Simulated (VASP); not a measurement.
Input of a VASP 6.6.1 run:

INCAR

```
SYSTEM = NbTe
PREC = Accurate ; ENCUT = 520
EDIFF = 1E-6 ; ISMEAR = -1
SIGMA = 0.1 ; LREAL = .FALSE.
LASPH = .TRUE. ; NELM = 80
ALGO = Normal ; ISIF = 2
LWAVE = .FALSE. ; LCHARG = .FALSE.
GGA = PS ; NBANDS = 16
```

File KPOINTS:

```
regular mesh
0
G
  12 12 12
  0 0 0
```

The input POSCAR:

```
NbTe
1.0
    2.9765236448      0.0000000000      0.0000000000
    0.0000000000      2.9765236448      0.0000000000
    0.0000000000      0.0000000000      2.9765236448
Nb Te
1 1
Direct
    0.0000000000      0.0000000000      0.0000000000
    0.5000000000      0.5000000000      0.5000000000
```

Potentials or basis: VASP PAW PBE potentials, release 64 (Nb_sv, Te).

Launch:

```bash
$ cat potpaw_PBE.64/Nb_sv/POTCAR potpaw_PBE.64/Te/POTCAR > POTCAR
$ mpirun -np 1 vasp_std > vasp.out
```

(1) What does it give for the pressure?

Results:

(1) 134.7 GPa.

Caveat: the PAW data sets were made with another functional, which shifts forces and pressure a little.
